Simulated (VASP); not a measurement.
# Ba (Fm-3m) in VASP: a series of runs, part 2 of 2

VASP 6.6.1. Earlier steps stand in the parts before.

## (4) Single point, PBE (66.73 Å³/atom)

This run uses another cell than the first one, of 66.73 Å³/atom.

Contents of INCAR:

```
SYSTEM = Ba
PREC = Accurate ; ENCUT = 520
EDIFF = 1E-6 ; ISMEAR = -1
SIGMA = 0.1 ; LREAL = .False.
LASPH = .True. ; NELM = 60
ALGO = Normal ; ISIF = 2
LWAVE = .False. ; LCHARG = .False.
GGA = PE ; NBANDS = 11
```

Contents of KPOINTS:

```
regular mesh
0
Gamma
  14 14 14
  0 0 0
```

Contents of POSCAR:

```
Ba
1.0
    0.0000000000      3.2193970207      3.2193970207
    3.2193970207      0.0000000000      3.2193970207
    3.2193970207      3.2193970207      0.0000000000
Ba
1
Direct
    0.0000000000      0.0000000000      0.0000000000
```

Potentials or basis: VASP PAW PBE potentials, release 64 (Ba_sv).

The run is started by

```console
cat potpaw_PBE.64/Ba_sv/POTCAR > POTCAR
mpirun -np 1 vasp_std > vasp.out
```

OUTCAR:

```text
SYSTEM = Ba
   PREC = Accurate
   ENCUT = 520
   EDIFF = 1E-6
   ISMEAR = -1
   LREAL = .False.
   LASPH = .True.
   NELM = 60
   ISIF = 2
   GGA = PE

 ion  position               nearest neighbor table
   1  0.000  0.000  0.000-

  LATTYP: Found a face centered cubic cell.
 ALAT       =     6.4387940414

  Lattice vectors:

 A1 = (   0.0000000000,   3.2193970207,   3.2193970207)
 A2 = (   3.2193970207,   0.0000000000,   3.2193970207)
 A3 = (   3.2193970207,   3.2193970207,   0.0000000000)

Analysis of symmetry for initial positions (statically):
=====================================================================
 Subroutine PRICEL returns:
 Original cell was already a primitive cell.

 Routine SETGRP: Setting up the symmetry group for a
 face centered cubic supercell.

 Subroutine GETGRP returns: Found 48 space group operations
 (whereof 48 operations were pure point group operations)
 out of a pool of 48 trial point group operations.

The static configuration has the point symmetry O_h .

Analysis of symmetry for dynamics (positions and initial velocities):
=====================================================================
 Subroutine PRICEL returns:
 Original cell was already a primitive cell.

 Routine SETGRP: Setting up the symmetry group for a
 face centered cubic supercell.

 Subroutine GETGRP returns: Found 48 space group operations
 (whereof 48 operations were pure point group operations)
 out of a pool of 48 trial point group operations.

The dynamic configuration has the point symmetry O_h .

 Subroutine INISYM returns: Found 48 space group operations
 (whereof 48 operations are pure point group operations),
 and found     1 'primitive' translations

----------------------------------------------------------------------------------------

                                     Primitive cell

  volume of cell :      66.7350

  direct lattice vectors                    reciprocal lattice vectors
     0.000000000  3.219397021  3.219397021    -0.155308586  0.155308586  0.155308586
     3.219397021  0.000000000  3.219397021     0.155308586 -0.155308586  0.155308586
     3.219397021  3.219397021  0.000000000     0.155308586  0.155308586 -0.155308586

  length of vectors
     4.552914929  4.552914929  4.552914929     0.269002362  0.269002362  0.269002362

  position of ions in fractional coordinates (direct lattice)
     0.000000000  0.000000000  0.000000000

  ion indices of the primitive-cell ions
   primitive index   ion index
                 1           1

----------------------------------------------------------------------------------------

 KPOINTS: regular mesh

Automatic generation of k-mesh.
 Grid dimensions read from file:
 generate k-points for:   14   14   14

 Generating k-lattice:

  Cartesian coordinates                     Fractional coordinates (reciprocal lattice)
    -0.011093470  0.011093470  0.011093470     0.071428571  0.000000000  0.000000000
     0.011093470 -0.011093470  0.011093470     0.000000000  0.071428571  0.000000000
     0.011093470  0.011093470 -0.011093470     0.000000000  0.000000000  0.071428571

  Length of vectors
     0.019214454  0.019214454  0.019214454

  Shift w.r.t. Gamma in fractional coordinates (k-lattice)
     0.000000000  0.000000000  0.000000000

 Subroutine IBZKPT returns following result:
 ===========================================

 Found    104 irreducible k-points:

 Following reciprocal coordinates:
            Coordinates               Weight
  0.000000  0.000000  0.000000      1.000000
  0.071429  0.000000  0.000000      8.000000
  0.142857  0.000000  0.000000      8.000000
  0.214286  0.000000  0.000000      8.000000
  0.285714  0.000000  0.000000      8.000000
  0.357143  0.000000  0.000000      8.000000
[... 16 lines left out ...]
  0.214286  0.142857  0.000000     24.000000
  0.285714  0.142857  0.000000     24.000000
 [... further k-points ...]
   k-points           NKPTS =    104   k-points in BZ     NKDIM =    104   number of bands    NBANDS=     11
   number of dos      NEDOS =    301   number of ions     NIONS =      1
   total plane-waves  NPLWV =  46656
   dimension x,y,z NGX =    36 NGY =   36 NGZ =   36
   dimension x,y,z NGXF=    72 NGYF=   72 NGZF=   72
   ions per type =               1
   NGX,Y,Z   is equivalent  to a cutoff of  13.15, 13.15, 13.15 a.u.
   NGXF,Y,Z  is equivalent  to a cutoff of  26.29, 26.29, 26.29 a.u.
 SYSTEM =  Ba
   PREC   = accura    normal or accurate (medium, high low for compatibility)
   ISTART =      0    job   : 0-new  1-cont  2-samecut
   ICHARG =      2    charge: 1-file 2-atom 10-const
   ISPIN  =      1    spin polarized calculation?
   LNONCOLLINEAR =      F non collinear calculations
   LSORBIT =      F    spin-orbit coupling
   LASPH  =      T    aspherical Exc in radial PAW
   ENCUT  =  520.0 eV  38.22 Ry    6.18 a.u.   8.47  8.47  8.47*2*pi/ulx,y,z
   NELM   =     60;   NELMIN=  2; NELMDL= -5     # of ELM steps
   EDIFF  = 0.1E-05   stopping-criterion for ELM
   LREAL  =      F    real-space projection
   EDIFFG = 0.1E-04   stopping-criterion for IOM
   NSW    =      0    number of steps for IOM
   IBRION =     -1    ionic relax: 0-MD 1-quasi-New 2-CG
   NFREE  =      0    steps in history (QN), initial steepest desc. (CG)
   ISIF   =      2    stress and relaxation
   ISYM   =      2    0-nonsym 1-usesym 2-fastsym
   POTIM  = 0.5000    time-step for ionic-motion
   TEBEG  =    0.0;   TEEND  =   0.0 temperature during run
   PSTRESS=    0.0 pullay stress
   NELECT =      10.0000    total number of electrons
   NUPDOWN=      -1.0000    fix difference up-down
   EMIN   =  10.00;   EMAX   =-10.00  energy-range for DOS
   EFERMI =   0.00;   METHOD = LEGACY
   ISMEAR =    -1;   SIGMA  =   0.10  broadening in eV -4-tet -1-fermi 0-gaus
   EFERMI_NEDOS =   21; number of points for ismear=-14 and -15
   IALGO  =     38    algorithm
   IMIX   =      4    mixing-type and parameters
     AMIX     =   0.40;   BMIX     =  1.00
     AMIX_MAG =   1.60;   BMIX_MAG =  1.00
  volume/ion in A,a.u.               =      66.73       450.35
  Fermi-wavevector in a.u.,A,eV,Ry     =   0.869541  1.643195 10.287397  0.756102
  Thomas-Fermi vector in A             =   1.988378
   LORBIT       =      0    0 simple, 1 ext, 2 COOP (PROOUT), +10 PAW based schemes
   GGA     = PE    functional components
   LHFCALC =     F    Hartree Fock is set to
   AEXX    =    0.0000 exact exchange contribution
   IVDW    =     0    specifies the selected vdW correction
   LEPSILON=     F    determine dielectric tensor
   LRPA    =     F    only Hartree local field effects (RPA)
 non-spin polarized calculation
  energy-cutoff  :      520.00
  volume of cell :       66.73
 maximum number of plane-waves:      1823
 NGX is ok and might be reduce to    36
   NGX = 17   NGY = 17   NGZ = 17

 number of electron      10.0000000 magnetization

 Free energy of the ion-electron system (eV)
  ---------------------------------------------------
  ext. energy  EPLUGINS =         0.00000000
  ---------------------------------------------------
  free energy    TOTEN  =        -1.91695662 eV

  energy without entropy =       -1.85961905  energy(sigma->0) =       -1.88828783

 E-fermi :   1.5022     XC(G=0):  -7.2259

 val. band max:        1.5002311918   @ k =  -0.4286   0.4286   0.0000
 cond. band min:       1.5378530849   @ k =   0.4286   0.3571   0.0000
 fundamental gap:      0.0376218932
 Fermi energy:         1.5022002296

 k-point     1 :       0.0000    0.0000    0.0000
  band No.  band energies     occupation
      1     -27.4987      2.00000
      2     -12.4824      2.00000
      3     -12.4824      2.00000
      4     -12.4824      2.00000
      5      -1.2609      2.00000
      6       3.2108      0.00000
      7       3.2108      0.00000
      8       3.2108      0.00000
      9       4.6739      0.00000
     10       4.6739      0.00000
     11       7.3603      0.00000
[... 309 lines left out ...]
 k-point    24 :       0.2857    0.1429    0.0000
  band No.  band energies     occupation
      1     -27.4804      2.00000
      2     -12.6756      2.00000
      3     -12.5343      2.00000
      4     -12.5305      2.00000
      5      -0.1679      2.00000
      6       2.2658      0.00096
      7       3.1728      0.00000
      8       3.6453      0.00000
      9       4.1936      0.00000
     10       5.1092      0.00000
     11       8.2388      0.00000

 [... further k-points ...]

------------------------ aborting loop because EDIFF is reached ----------------------------------------

  FORCE on cell =-STRESS in cart. coord.  units (eV):
  Direction    XX          YY          ZZ          XY          YZ          ZX
  --------------------------------------------------------------------------------------
  -------------------------------------------------------------------------------------
  Total       -0.1066289     -0.1066289     -0.1066289     -0.0000000      0.0000000      0.0000000
  in kB       -2.5599528     -2.5599528     -2.5599528     -0.0000000      0.0000000      0.0000000
  external PRESSURE =      -2.5599528 kB  Pullay stress =       0.0000000 kB

 VOLUME and BASIS-vectors are now :
 -----------------------------------------------------------------------------
  energy-cutoff  :      520.00
  volume of cell :       66.73
      direct lattice vectors                 reciprocal lattice vectors
     0.000000000  3.219397021  3.219397021    -0.155308586  0.155308586  0.155308586
     3.219397021  0.000000000  3.219397021     0.155308586 -0.155308586  0.155308586
     3.219397021  3.219397021  0.000000000     0.155308586  0.155308586 -0.155308586

 POSITION                                       TOTAL-FORCE (eV/Angst)
 -----------------------------------------------------------------------------------
      0.00000      0.00000      0.00000         0.000000      0.000000      0.000000
 -----------------------------------------------------------------------------------
    total drift:                               -0.000000      0.000000      0.000000

  FREE ENERGIE OF THE ION-ELECTRON SYSTEM (eV)
  ---------------------------------------------------
  free  energy   TOTEN  =        -1.9169566159 eV

  energy  without entropy=       -1.8596190526  energy(sigma->0) =       -1.88828783
```

Wall time 52 s (1 thread of Intel Xeon 8259CL, shared host); peak memory 0.24 GiB.

Results:

| Item | Value |
| --- | --- |
| Free energy | -1.9170 eV |
| Pressure | -0.3 GPa |
| Band gap on the k mesh | zero (bands 5 and 6 overlap by 0.19 eV) |

Caveat: spin-orbit coupling is left out, which moves the levels of the heavy elements.

## (5) Single point, PBE (69.30 Å³/atom)

This run uses another cell than the first one, of 69.30 Å³/atom.

Contents of INCAR:

```
SYSTEM = Ba
  PREC = Accurate
  ENCUT = 520
  EDIFF = 1E-6
  ISMEAR = -1
  SIGMA = 0.1
  LREAL = .FALSE.
  LASPH = .TRUE.
  NELM = 60
  ALGO = Normal
  ISIF = 2
  LWAVE = .FALSE.
  LCHARG = .TRUE.
  GGA = PE
  LELF = .TRUE.
  LVHAR = .TRUE.
  NBANDS = 11
```

Contents of KPOINTS:

```
regular mesh
0
G
  14 14 14
  0 0 0
```

Contents of POSCAR:

```
Ba
1.0
    0.0000000000      3.2601532083      3.2601532083
    3.2601532083      0.0000000000      3.2601532083
    3.2601532083      3.2601532083      0.0000000000
Ba
1
Direct
    0.0000000000      0.0000000000      0.0000000000
```

The run is started by

```console
cat potpaw_PBE.64/Ba_sv/POTCAR > POTCAR
mpirun -np 1 vasp_std > vasp.out
```

Run time: 62 s. Hardware: 1 thread of Intel Xeon 8259CL, shared host; peak memory 0.25 GiB.

It converged, with:

| Quantity | Value |
| --- | --- |
| Free energy | -1.9106 eV |
| Pressure | -0.5 GPa |
| Band gap on the k mesh | zero (bands 5 and 6 overlap by 0.14 eV) |

Levels at points of the mesh, in eV from the Fermi level:
| k point | band 3 | band 4 | band 5 | band 6 | band 7 | band 8 |
| --- | --- | --- | --- | --- | --- | --- |
| (0.00, 0.00, 0.00) | -14.07 | -14.07 | -2.74 | 1.67 | 1.67 | 1.67 |
| (0.50, 0.00, 0.00) | -14.12 | -14.12 | -0.93 | 0.80 | 1.54 | 1.54 |
| (0.50, 0.50, 0.00) | -14.19 | -14.19 | -0.72 | -0.10 | 1.72 | 4.14 |

Caveat: spin-orbit coupling is left out, which moves the levels of the heavy elements.

## (6) Single point, PBE (71.87 Å³/atom)

This run uses another cell than the first one, of 71.87 Å³/atom.

Contents of INCAR:

```
PREC = Accurate
ENCUT = 520
EDIFF = 1E-6
ISMEAR = -1
SIGMA = 0.1
LREAL = False
LASPH = True
NELM = 60
ALGO = Normal
ISIF = 2
LWAVE = False
LCHARG = False
GGA = PE
NBANDS = 11
```

Contents of KPOINTS:

```
Automatic mesh
0
Gamma
  14 14 14
```

Contents of POSCAR:

```
Ba
1.0
    0.0000000000      3.2999150930      3.2999150930
    3.2999150930      0.0000000000      3.2999150930
    3.2999150930      3.2999150930      0.0000000000
Ba
1
Direct
    0.0000000000      0.0000000000      0.0000000000
```

Potentials or basis: VASP PAW PBE potentials, release 64 (Ba_sv).

The run is started by

```console
cat potpaw_PBE.64/Ba_sv/POTCAR > POTCAR
mpirun -np 1 vasp_std > vasp.out
```

Wall time 54 s (1 thread of Intel Xeon 8259CL, shared host); peak memory 0.25 GiB.

The run converged. Its results:

| Property | Result |
| --- | --- |
| Free energy | -1.9003 eV |
| Pressure | -0.8 GPa |
| Band gap on the k mesh | zero (bands 5 and 6 overlap by 0.10 eV) |

Levels at points of the mesh, in eV from the Fermi level:
```csv
k point,band 1,band 2,band 3,band 4,band 5,band 6,band 7,band 8,band 9,band 10
"(0.00, 0.00, 0.00)",-29.14,-14.15,-14.15,-14.15,-2.71,1.63,1.63,1.63,2.97,2.97
"(0.50, 0.00, 0.00)",-29.12,-14.45,-14.19,-14.19,-0.91,0.72,1.51,1.51,3.98,3.98
"(0.50, 0.50, 0.00)",-29.11,-14.43,-14.26,-14.26,-0.69,-0.07,1.61,3.99,4.28,4.28
```

Caveat: spin-orbit coupling is left out, which moves the levels of the heavy elements.

## (7) Single point, PBE, non-collinear spin, zero start, spin-orbit coupling

This run uses another cell than the first one, of 64.17 Å³/atom.

Contents of INCAR:

```
ALGO = Normal ; EDIFF = 1E-7
ENCUT = 520 ; GGA = PE
GGA_COMPAT = False ; ISIF = 2
ISMEAR = -1 ; LASPH = True
LCHARG = True ; LORBIT = 11
LORBMOM = True ; LREAL = False
LSORBIT = True ; LVHAR = True
LWAVE = False ; MAGMOM = 0 0 0
NBANDS = 21 ; NELM = 150
PREC = Accurate ; SIGMA = 0.1
```

Contents of KPOINTS:

```
k-points
0
Gamma
  9 9 9
```

Contents of POSCAR:

```
Ba
1.0
    0.0000000000      3.1775819368      3.1775819368
    3.1775819368      0.0000000000      3.1775819368
    3.1775819368      3.1775819368      0.0000000000
Ba
1
Direct
    0.0000000000      0.0000000000      0.0000000000
```

The run is started by

```console
cat potpaw_PBE.64/Ba_sv/POTCAR > POTCAR
mpirun -np 1 vasp_ncl > vasp.out
```

Run time: 2.6 min. Hardware: 1 thread of Intel Xeon 8259CL, shared host; peak memory 0.4 GiB.

It converged, with:

* Free energy: -2.1176 eV
* Pressure: 0.0 GPa
* Net moment: 0.00 μB per cell
* Valence electrons inside the program's atomic spheres: Ba 7.89

Moments on the atoms (μB; x, y, z):
```
Ba  0.00 0.00 0.00
```

## (8) Summary

```csv
task,spin,cell,k mesh,cutoff (eV),gap on the mesh (eV),pressure (GPa)
relaxation of cell and atoms,off,"relaxed from a = 4.454 Å, angles 60.0°, 1 atom",9 × 9 × 9,600,none,0.0
single point,off,"a = 4.494 Å, angles 60.0°, 1 atom",14 × 14 × 14,520,none,0.1
single point,off,"a = 4.553 Å, angles 60.0°, 1 atom",14 × 14 × 14,520,none,-0.3
single point,off,"a = 4.611 Å, angles 60.0°, 1 atom",14 × 14 × 14,520,none,-0.5
single point,off,"a = 4.667 Å, angles 60.0°, 1 atom",14 × 14 × 14,520,none,-0.8
single point,"non-collinear, zero start, SOC","a = 4.494 Å, angles 60.0°, 1 atom",9 × 9 × 9,520,-,0.0
```

Alike in all rows: level PBE; potentials or basis VASP PAW PBE potentials, release 64 (Ba_sv); smearing fermi-dirac 0.1 eV.

Caveats: spin-orbit coupling is left out, which moves the levels of the heavy elements (at least some runs).

Total energies depend on the potentials used, so only differences within one code and one set of settings carry meaning.

The gap in the log of VASP goes by the Fermi energy; the results here count the filled bands.